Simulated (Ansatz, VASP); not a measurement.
# SiC: VASP beside Ansatz

File INCAR:

```
SYSTEM = SiC
  PREC = Accurate
  ENCUT = 600
  EDIFF = 1E-6
  ISMEAR = 0
  SIGMA = 0.02
  LREAL = .False.
  LASPH = .True.
  NELM = 60
  ALGO = Normal
  ISIF = 3
  LWAVE = .False.
  LCHARG = .False.
  GGA = PS
  IBRION = 2
  NSW = 70
  EDIFFG = -0.005
```

KPOINTS

```
Automatic mesh
0
Gamma
  12 12 6
  0 0 0
```

The input POSCAR:

```
SiC
1.0
    3.0919379459      0.0000000000      0.0000000000
   -1.5459689730      2.6776968081      0.0000000000
    0.0000000000      0.0000000000      5.0742918075
Si C
2 2
Direct
    0.6666666667      0.3333333333     -0.0004183979
    0.3333333333      0.6666666667      0.4995816021
    0.6666666667      0.3333333333      0.3754183979
    0.3333333333      0.6666666667      0.8754183979
```

Input for Ansatz:

```yaml
crystal:
  lattice:
    - [3.0919379459, 0.0, 0.0]
    - [-1.545968973, 2.6776968081, 0.0]
    - [0.0, 0.0, 5.0742918075]
  atoms:
    - { symbol: Si, position: [0.6666666667, 0.3333333333, -0.0004183979] }
    - { symbol: Si, position: [0.3333333333, 0.6666666667, 0.4995816021] }
    - { symbol: C, position: [0.6666666667, 0.3333333333, 0.3754183979] }
    - { symbol: C, position: [0.3333333333, 0.6666666667, 0.8754183979] }
basis:
  ecutwfc: 420
kpoints:
  mp_grid: { grid: [12, 12, 6] }
hamiltonian:
  xc: pbesol
scf:
  occupations: { method: gaussian, width: 0.02 }
output:
  forces: true
  stress: true
  eigenvalues: true
relax:
  adjacent_minimum: "off"
  f_tol: 0.005
  max_steps: 50
  cell: { stress_tol: 0.05 }
```

Alike in both runs: task relaxation of cell and atoms; functional PBEsol; k mesh 12 × 12 × 6; occupations gaussian, width 0.02 eV; no spin polarisation.

```csv
,VASP,Ansatz
version,VASP 6.6.1,Ansatz 0.2.0
potentials or method,"VASP PAW PBE potentials, release 64 (Si, C), cutoff 600 eV","scalar-relativistic, plane waves, PAW"
valence electrons in the cell,16,16
```

Ansatz gave:

```
gap on the k mesh at the Fermi level, each at its own relaxed structure (eV) : 2.12
relaxed volume (Å³/atom)                                                     : 10.34
relaxed cell length with the largest relative difference (Å)                 : 5.048
```

Problem. Which values does VASP return?

Solution. gap on the k mesh at the Fermi level, each at its own relaxed structure (eV): 2.12; relaxed volume (Å³/atom): 10.35; relaxed cell length with the largest relative difference (Å): 5.050.

VASP's potentials were made for PBE, not for PBEsol.
